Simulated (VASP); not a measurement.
# RbY2 (Fm-3m) in VASP: notebook

RbY2 is run at these levels: PBE; tasks: single point, relaxation of cell and atoms.

Everything below comes from runs of VASP 6.6.1. Logs are shortened: lines on timing, memory, paths and dates and some standing lists are left out, and cuts for length are marked.

### Step 1. The cell of the first run

The structure is cubic, space group Fm-3m (No. 225). Conventional cell: a = 7.178 Å, b = 7.178 Å, c = 7.178 Å, α = 90.00°, β = 90.00°, γ = 90.00°. Rb (site symmetry m-3m) has 8 Y at 3.11 Å within 4.1 Å. Y (site symmetry -43m) has 4 Rb at 3.11 Å and 6 Y at 3.59 Å within 4.1 Å.

### Step 2. Single point, PBE

Contents of INCAR:

```
SYSTEM = RbY2
  PREC = Accurate
  ENCUT = 520
  EDIFF = 1E-6
  ISMEAR = 0
  SIGMA = 0.1
  LREAL = .FALSE.
  LASPH = .TRUE.
  NELM = 60
  ALGO = Fast
  ISIF = 2
  LWAVE = .FALSE.
  LCHARG = .FALSE.
  GGA = PE
  NBANDS = 22
```

Contents of KPOINTS:

```
Automatic mesh
0
G
  4 4 4
  0 0 0
```

Contents of POSCAR:

```
RbY2
1.0
    0.0000000000      3.5892491314      3.5892491314
    3.5892491314      0.0000000000      3.5892491314
    3.5892491314      3.5892491314      0.0000000000
Rb Y
1 2
Direct
    0.0000000000      0.0000000000      0.0000000000
    0.2500000000      0.2500000000      0.2500000000
    0.7500000000      0.7500000000      0.7500000000
```

Potentials or basis: VASP PAW PBE potentials, release 64 (Rb_sv, Y_sv).

Started as:

```
cat potpaw_PBE.64/Rb_sv/POTCAR potpaw_PBE.64/Y_sv/POTCAR > POTCAR
mpirun -np 1 vasp_std > vasp.out
```

OUTCAR:

```text
SYSTEM = RbY2
   PREC = Accurate
   ENCUT = 520
   EDIFF = 1E-6
   ISMEAR = 0
   LREAL = .FALSE.
   LASPH = .TRUE.
   NELM = 60
   ISIF = 2
   GGA = PE

 ion  position               nearest neighbor table
   1  0.000  0.000  0.000-   3 3.11   3 3.11   3 3.11   2 3.11   3 3.11   2 3.11   2 3.11   2 3.11

   2  0.250  0.250  0.250-   1 3.11   1 3.11   1 3.11   1 3.11   3 3.59   3 3.59   3 3.59   3 3.59
                             3 3.59   3 3.59
   3  0.750  0.750  0.750-   1 3.11   1 3.11   1 3.11   1 3.11   2 3.59   2 3.59   2 3.59   2 3.59
                             2 3.59   2 3.59

  LATTYP: Found a face centered cubic cell.
 ALAT       =     7.1784982628

  Lattice vectors:

 A1 = (   0.0000000000,   3.5892491314,   3.5892491314)
 A2 = (   3.5892491314,   0.0000000000,   3.5892491314)
 A3 = (   3.5892491314,   3.5892491314,   0.0000000000)

Analysis of symmetry for initial positions (statically):
=====================================================================
 Subroutine PRICEL returns:
 Original cell was already a primitive cell.

 Routine SETGRP: Setting up the symmetry group for a
 face centered cubic supercell.

 Subroutine GETGRP returns: Found 48 space group operations
 (whereof 48 operations were pure point group operations)
 out of a pool of 48 trial point group operations.

The static configuration has the point symmetry O_h .

Analysis of symmetry for dynamics (positions and initial velocities):
=====================================================================
 Subroutine PRICEL returns:
 Original cell was already a primitive cell.

 Routine SETGRP: Setting up the symmetry group for a
 face centered cubic supercell.

 Subroutine GETGRP returns: Found 48 space group operations
 (whereof 48 operations were pure point group operations)
 out of a pool of 48 trial point group operations.

The dynamic configuration has the point symmetry O_h .

 Subroutine INISYM returns: Found 48 space group operations
 (whereof 48 operations are pure point group operations),
 and found     1 'primitive' translations

----------------------------------------------------------------------------------------

                                     Primitive cell

  volume of cell :      92.4785

  direct lattice vectors                    reciprocal lattice vectors
     0.000000000  3.589249131  3.589249131    -0.139304902  0.139304902  0.139304902
     3.589249131  0.000000000  3.589249131     0.139304902 -0.139304902  0.139304902
     3.589249131  3.589249131  0.000000000     0.139304902  0.139304902 -0.139304902

  length of vectors
     5.075964800  5.075964800  5.075964800     0.241283169  0.241283169  0.241283169

  position of ions in fractional coordinates (direct lattice)
     0.000000000  0.000000000  0.000000000
     0.250000000  0.250000000  0.250000000
     0.750000000  0.750000000  0.750000000

  ion indices of the primitive-cell ions
   primitive index   ion index
                 1           1
                 2           2
                 3           3

----------------------------------------------------------------------------------------

 KPOINTS: Automatic mesh

Automatic generation of k-mesh.
 Grid dimensions read from file:
 generate k-points for:    4    4    4

 Generating k-lattice:

  Cartesian coordinates                     Fractional coordinates (reciprocal lattice)
    -0.034826226  0.034826226  0.034826226     0.250000000  0.000000000  0.000000000
     0.034826226 -0.034826226  0.034826226     0.000000000  0.250000000  0.000000000
     0.034826226  0.034826226 -0.034826226     0.000000000  0.000000000  0.250000000

  Length of vectors
     0.060320792  0.060320792  0.060320792

  Shift w.r.t. Gamma in fractional coordinates (k-lattice)
     0.000000000  0.000000000  0.000000000

 Subroutine IBZKPT returns following result:
 ===========================================

 Found      8 irreducible k-points:

 Following reciprocal coordinates:
            Coordinates               Weight
  0.000000  0.000000  0.000000      1.000000
  0.250000  0.000000  0.000000      8.000000
  0.500000  0.000000  0.000000      4.000000
  0.250000  0.250000  0.000000      6.000000
  0.500000  0.250000  0.000000     24.000000
 -0.250000  0.250000  0.000000     12.000000
  0.500000  0.500000  0.000000      3.000000
 -0.250000  0.500000  0.250000      6.000000
   k-points           NKPTS =      8   k-points in BZ     NKDIM =      8   number of bands    NBANDS=     22
   number of dos      NEDOS =    301   number of ions     NIONS =      3
   total plane-waves  NPLWV =  64000
   dimension x,y,z NGX =    40 NGY =   40 NGZ =   40
   dimension x,y,z NGXF=    80 NGYF=   80 NGZF=   80
   ions per type =               1   2
   NGX,Y,Z   is equivalent  to a cutoff of  13.10, 13.10, 13.10 a.u.
   NGXF,Y,Z  is equivalent  to a cutoff of  26.20, 26.20, 26.20 a.u.
 SYSTEM =  RbY2
   PREC   = accura    normal or accurate (medium, high low for compatibility)
   ISTART =      0    job   : 0-new  1-cont  2-samecut
   ICHARG =      2    charge: 1-file 2-atom 10-const
   ISPIN  =      1    spin polarized calculation?
   LNONCOLLINEAR =      F non collinear calculations
   LSORBIT =      F    spin-orbit coupling
   LASPH  =      T    aspherical Exc in radial PAW
   ENCUT  =  520.0 eV  38.22 Ry    6.18 a.u.   9.44  9.44  9.44*2*pi/ulx,y,z
   NELM   =     60;   NELMIN=  2; NELMDL= -5     # of ELM steps
   EDIFF  = 0.1E-05   stopping-criterion for ELM
   LREAL  =      F    real-space projection
   EDIFFG = 0.1E-04   stopping-criterion for IOM
   NSW    =      0    number of steps for IOM
   IBRION =     -1    ionic relax: 0-MD 1-quasi-New 2-CG
   NFREE  =      0    steps in history (QN), initial steepest desc. (CG)
   ISIF   =      2    stress and relaxation
   ISYM   =      2    0-nonsym 1-usesym 2-fastsym
   POTIM  = 0.5000    time-step for ionic-motion
   TEBEG  =    0.0;   TEEND  =   0.0 temperature during run
   PSTRESS=    0.0 pullay stress
   NELECT =      31.0000    total number of electrons
   NUPDOWN=      -1.0000    fix difference up-down
   EMIN   =  10.00;   EMAX   =-10.00  energy-range for DOS
   EFERMI =   0.00;   METHOD = LEGACY
   ISMEAR =     0;   SIGMA  =   0.10  broadening in eV -4-tet -1-fermi 0-gaus
   EFERMI_NEDOS =   21; number of points for ismear=-14 and -15
   IALGO  =     68    algorithm
   IMIX   =      4    mixing-type and parameters
     AMIX     =   0.40;   BMIX     =  1.00
     AMIX_MAG =   1.60;   BMIX_MAG =  1.00
  volume/ion in A,a.u.               =      30.83       208.03
  Fermi-wavevector in a.u.,A,eV,Ry     =   1.137230  2.149054 17.596319  1.293293
  Thomas-Fermi vector in A             =   2.273935
   LORBIT       =      0    0 simple, 1 ext, 2 COOP (PROOUT), +10 PAW based schemes
   GGA     = PE    functional components
   LHFCALC =     F    Hartree Fock is set to
   AEXX    =    0.0000 exact exchange contribution
   IVDW    =     0    specifies the selected vdW correction
   LEPSILON=     F    determine dielectric tensor
   LRPA    =     F    only Hartree local field effects (RPA)
 non-spin polarized calculation
 RMM-DIIS sequential band-by-band and
 Gauss-broadening in eV      SIGMA  =   0.10
  energy-cutoff  :      520.00
  volume of cell :       92.48
 maximum number of plane-waves:      2502
 NGX is ok and might be reduce to    40
   NGX = 19   NGY = 19   NGZ = 19

 number of electron      31.0000000 magnetization

 Free energy of the ion-electron system (eV)
  ---------------------------------------------------
  ext. energy  EPLUGINS =         0.00000000
  ---------------------------------------------------
  free energy    TOTEN  =        -8.97054102 eV

  energy without entropy =       -8.95344165  energy(sigma->0) =       -8.96199134

 E-fermi :   3.3662     XC(G=0):  -9.3801

 val. band max:        3.2464796095   @ k =   0.5000   0.2500   0.0000
 cond. band min:       3.4450381544   @ k =  -0.2500   0.2500   0.0000
 fundamental gap:      0.1985585449
 Fermi energy:         3.3661672073

 k-point     1 :       0.0000    0.0000    0.0000
  band No.  band energies     occupation
      1     -39.6292      2.00000
      2     -39.5609      2.00000
      3     -25.3518      2.00000
      4     -19.7622      2.00000
      5     -19.7622      2.00000
      6     -19.7622      2.00000
[... 14 lines left out ...]
     21       5.5770      0.00000
     22       7.5887      0.00000

 k-point     2 :       0.2500    0.0000    0.0000
  band No.  band energies     occupation
      1     -39.6188      2.00000
      2     -39.5705      2.00000
      3     -25.3648      2.00000
      4     -19.7385      2.00000
      5     -19.7322      2.00000
      6     -19.7322      2.00000
[... 14 lines left out ...]
     21       5.1824      0.00000
     22       6.5519      0.00000

 k-point     3 :       0.5000    0.0000    0.0000
  band No.  band energies     occupation
      1     -39.5944      2.00000
      2     -39.5942      2.00000
      3     -25.3780      2.00000
      4     -19.6633      2.00000
      5     -19.6631      2.00000
      6     -19.6631      2.00000
[... 14 lines left out ...]
     21       4.5348      0.00000
     22       5.6876      0.00000

 k-point     4 :       0.2500    0.2500    0.0000
  band No.  band energies     occupation
      1     -39.6172      2.00000
      2     -39.5718      2.00000
      3     -25.3694      2.00000
      4     -19.7933      2.00000
      5     -19.7933      2.00000
      6     -19.6528      2.00000
[... 14 lines left out ...]
     21       6.2171      0.00000
     22       6.5064      0.00000

 k-point     5 :       0.5000    0.2500    0.0000
  band No.  band energies     occupation
      1     -39.6021      2.00000
      2     -39.5861      2.00000
      3     -25.3827      2.00000
      4     -19.7829      2.00000
      5     -19.7731      2.00000
      6     -19.7205      2.00000
[... 14 lines left out ...]
     21       5.2008      0.00000
     22       5.9125      0.00000

 k-point     6 :      -0.2500    0.2500    0.0000
  band No.  band energies     occupation
      1     -39.6056      2.00000
      2     -39.5829      2.00000
      3     -25.3782      2.00000
      4     -19.7995      2.00000
      5     -19.6785      2.00000
      6     -19.6470      2.00000
[... 14 lines left out ...]
     21       5.3898      0.00000
     22       5.7722      0.00000

 k-point     7 :       0.5000    0.5000    0.0000
  band No.  band energies     occupation
      1     -39.6052      2.00000
      2     -39.5827      2.00000
      3     -25.3874      2.00000
      4     -19.8235      2.00000
      5     -19.8235      2.00000
      6     -19.7713      2.00000
[... 14 lines left out ...]
     21       5.3954      0.00000
     22       7.2318      0.00000

 k-point     8 :      -0.2500    0.5000    0.2500
  band No.  band energies     occupation
      1     -39.5939      2.00000
      2     -39.5939      2.00000
      3     -25.3873      2.00000
      4     -19.8429      2.00000
      5     -19.7518      2.00000
      6     -19.6606      2.00000
[... 14 lines left out ...]
     21       5.5473      0.00000
     22       5.5473      0.00000

------------------------ aborting loop because EDIFF is reached ----------------------------------------

  FORCE on cell =-STRESS in cart. coord.  units (eV):
  Direction    XX          YY          ZZ          XY          YZ          ZX
  --------------------------------------------------------------------------------------
  -------------------------------------------------------------------------------------
  Total        3.8269453      3.8269453      3.8269453      0.0000000     -0.0000000      0.0000000
  in kB       66.3012980     66.3012980     66.3012980      0.0000000     -0.0000000      0.0000000
  external PRESSURE =      66.3012980 kB  Pullay stress =       0.0000000 kB

 VOLUME and BASIS-vectors are now :
 -----------------------------------------------------------------------------
  energy-cutoff  :      520.00
  volume of cell :       92.48
      direct lattice vectors                 reciprocal lattice vectors
     0.000000000  3.589249131  3.589249131    -0.139304902  0.139304902  0.139304902
     3.589249131  0.000000000  3.589249131     0.139304902 -0.139304902  0.139304902
     3.589249131  3.589249131  0.000000000     0.139304902  0.139304902 -0.139304902

 POSITION                                       TOTAL-FORCE (eV/Angst)
 -----------------------------------------------------------------------------------
      0.00000      0.00000      0.00000         0.000000     -0.000000      0.000000
      1.79462      1.79462      1.79462        -0.000000      0.000000      0.000000
      5.38387      5.38387      5.38387        -0.000000     -0.000000     -0.000000
 -----------------------------------------------------------------------------------
    total drift:                               -0.000000     -0.000000      0.000000

  FREE ENERGIE OF THE ION-ELECTRON SYSTEM (eV)
  ---------------------------------------------------
  free  energy   TOTEN  =        -8.9705410249 eV

  energy  without entropy=       -8.9534416473  energy(sigma->0) =       -8.96199134
```

Wall time 28 s (1 thread of AMD EPYC 9R45 (Zen 5), shared host); peak memory 0.22 GiB.

Results:

```
Free energy            : -8.9705 eV
Pressure               : 6.6 GPa
Band gap on the k mesh : zero (an odd number of electrons rules out a gap without spin polarisation)
```

Levels at points of the mesh, in eV from the Fermi level:
| k point | band 13 | band 14 | band 15 | band 16 | band 17 | band 18 |
| --- | --- | --- | --- | --- | --- | --- |
| (0.00, 0.00, 0.00) | -3.81 | -1.19 | -1.19 | 0.70 | 0.70 | 0.70 |
| (0.50, 0.00, 0.00) | -1.28 | -1.13 | -0.13 | -0.13 | 0.96 | 0.96 |
| (0.50, 0.50, 0.00) | -1.61 | -1.22 | -0.88 | -0.13 | 0.60 | 1.32 |

Caveat: the k points lie up to 0.38 Å⁻¹ apart, too coarse for converged energies and pressures of a metal.

(Part 1 of 2 ends here.)

The gap in the log of VASP goes by the Fermi energy; the results here count the filled bands.